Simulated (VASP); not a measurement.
Input of a VASP 6.6.1 run:

Contents of INCAR:

```
  PREC = Accurate
  ENCUT = 540
  EDIFF = 1E-6
  ISMEAR = 0
  SIGMA = 0.1
  LREAL = F
  LASPH = T
  NELM = 120
  ALGO = Normal
  ISIF = 2
  LWAVE = F
  LCHARG = F
  GGA = PE
  NBANDS = 16
  GGA_COMPAT = F
```

File KPOINTS:

```
regular mesh
0
Gamma
  8 6 4
```

POSCAR

```
Cd
1.0
    2.4895367600      0.0000000000      0.0000000000
    0.0000000000      2.6078128200      0.0000000000
    0.0000000000      0.0000000000      6.1122773000
Cd
1
Direct
    0.5000000000      0.5000000000      0.5000000000
```

Potentials or basis: VASP PAW PBE potentials, release 64 (Cd_sv_GW).

Command:

```sh
$ cat potpaw_PBE.64/Cd_sv_GW/POTCAR > POTCAR
$ mpirun -np 1 vasp_std > vasp.out
```

Estimate the band gap on the k mesh.

zero (band 10 reaches 5.47 eV, above the bottom of band 11 at 0.27 eV).

Estimate the pressure.

8.8 GPa.

Stress tensor (GPa, compression positive):
```
18.79  0.00  0.00
 0.00  9.12  0.00
 0.00  0.00 -1.53
```

Caveat: the k points lie up to 0.40 Å⁻¹ apart.
